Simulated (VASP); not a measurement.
Crystal: SrSiH6.

```
Sr Si H
1.0
     0.00000    3.84767    3.84767
     3.84767    0.00000    3.84767
     3.84767    3.84767    0.00000
Sr Si H
1 1 6
Direct
  0.50000 0.50000 0.50000
  0.00000 0.00000 0.00000
  0.74762 0.25238 0.25238
  0.25238 0.74762 0.74762
  0.25238 0.74762 0.25238
  0.74762 0.25238 0.74762
  0.25238 0.25238 0.74762
  0.74762 0.74762 0.25238
```

| Property | Result |
| --- | --- |
| Program | VASP 6.6.1 |
| Task | relaxation of cell and atoms |
| Functional | PBEsol |
| Potentials or basis | VASP PAW PBE potentials, release 64 (Sr_sv, Si, H) |
| Cutoff | 600 eV |
| k mesh | 6 × 6 × 6 |
| Occupations | fermi-dirac, width 0.03 eV |
| Spin | no spin polarisation |

At the start: pressure 0.8 GPa; volume 14.24 Å³/atom.

**Question.** Where does the relaxation end?

**Answer.** Over 10 steps the energy falls by 628.5 meV/atom and the volume is 15.04 Å³/atom (+5.6 %); space group Fm-3m (No. 225, to 0.1 Å) before and after.

The path:
```tsv
step	energy change (eV)	largest force (eV/Å)	pressure (GPa)	volume (Å³)
1	0.0000	4.1499	0.83	113.93
2	-3.8434	2.1880	-1.77	115.14
3	-5.0020	0.2524	1.69	116.27
4	-5.0126	0.0413	1.07	116.15
5	-5.0122	0.0745	1.30	116.20
6	-5.0251	0.0079	0.46	118.57
7	-5.0270	0.0554	-0.02	120.00
8	-5.0270	0.0529	0.00	119.93
9	-5.0277	0.0126	0.02	120.23
10	-5.0278	0.0019	0.03	120.34
```

Final structure:
```
Sr Si H
1.0
     0.00000    3.91852    3.91852
     3.91852    0.00000    3.91852
     3.91852    3.91852    0.00000
Sr Si H
1 1 6
Direct
  0.50000 0.50000 0.50000
  0.00000 0.00000 0.00000
  0.79672 0.20328 0.20328
  0.20328 0.79672 0.79672
  0.20328 0.79672 0.20328
  0.79672 0.20328 0.79672
  0.20328 0.20328 0.79672
  0.79672 0.79672 0.20328
```

Caveat: the PAW data sets were made with another functional, which shifts forces and pressure a little.
